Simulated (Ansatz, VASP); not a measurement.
# One calculation of Ti6H, two programs

```xyz
14
Lattice="5.6639 0.0000 0.0000 0.0000 4.5793 0.0000 0.0000 0.0000 24.5507" Properties=species:S:1:pos:R:3 pbc="T T T"
Ti    1.4160    0.0000    4.0000
Ti    4.2480    0.0000    4.0000
Ti    0.0000    2.2897    5.3219
Ti    2.8320    2.2897    5.3219
Ti    1.4160    0.0000    6.6439
Ti    4.2480    0.0000    6.6439
Ti    1.4160    2.2897    7.9952
Ti    4.2480    2.2897    7.9952
Ti    0.0000    0.0000    9.2793
Ti    2.8320    0.0000    9.2793
Ti    1.4160    2.2897   10.5507
Ti    4.2480    2.2897   10.5507
H    -0.4595    0.0000   12.6007
H     0.4595    0.0000   12.6007
```

Alike in both runs: task single point; functional PBE; k mesh 5 × 6 × 1; occupations gaussian, width 0.1 eV; no spin polarisation.

|  | VASP | Ansatz |
| --- | --- | --- |
| version | VASP 6.6.1 | Ansatz 0.2.0 |
| potentials or method | VASP PAW PBE potentials, release 64 (Ti_sv, H), cutoff 520 eV | scalar-relativistic, plane waves, PAW |
| valence electrons in the cell | 146 | 146 |

```tsv
	VASP	Ansatz	Ansatz less VASP
gap on the k mesh at the Fermi level (eV)	none	none	-
rms of the force components (eV/Å)	0.676	0.676	-0.0007
```

Atom by atom the forces differ by 0.004 eV/Å (rms over components). A gap of «none» marks a metal or a gap that the smearing closes.
